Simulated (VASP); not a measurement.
A run of VASP 6.6.1 is set up as follows.

Contents of INCAR:

```
SYSTEM = O
PREC = Accurate
ENCUT = 600
EDIFF = 1E-6
ISMEAR = -1
SIGMA = 0.05
LREAL = .FALSE.
LASPH = .TRUE.
NELM = 60
ALGO = Normal
ISIF = 3
LWAVE = .FALSE.
LCHARG = .FALSE.
GGA = PE
IBRION = 2
NSW = 32
EDIFFG = -0.005
PSTRESS = 260.0
```

Contents of KPOINTS:

```
Automatic mesh
0
G
  18 18 10
  0 0 0
```

The input POSCAR:

```
O
1.0
    2.5318701934      0.0000000000      0.0000000000
   -1.2659350967      2.1926639065      0.0000000000
    0.0000000000      0.0000000000      2.5730603424
O
2
Direct
    0.3333333333      0.6666666667      0.2500000000
    0.6666666667      0.3333333333      0.7500000000
```

Potentials or basis: VASP PAW PBE potentials, release 64 (O).

Command:

```sh
$ cat potpaw_PBE.64/O/POTCAR > POTCAR
$ mpirun -np 1 vasp_std > vasp.out
```

Task: What does it give for the relaxed volume?

Result: 7.13 Å³/atom.

Task: What does it give for the band gap on the k mesh?

Result: Zero (bands 6 and 7 overlap by 2.40 eV).

Final structure:
```
O
1.0
     2.53014    0.00000    0.00000
    -1.26507    2.19116    0.00000
     0.00000    0.00000    2.57137
O
2
Direct
  0.33333 0.66667 0.25000
  0.66667 0.33333 0.75000
```

Caveat: the cell is relaxed towards a set pressure, so the run minimises the enthalpy, not the energy.
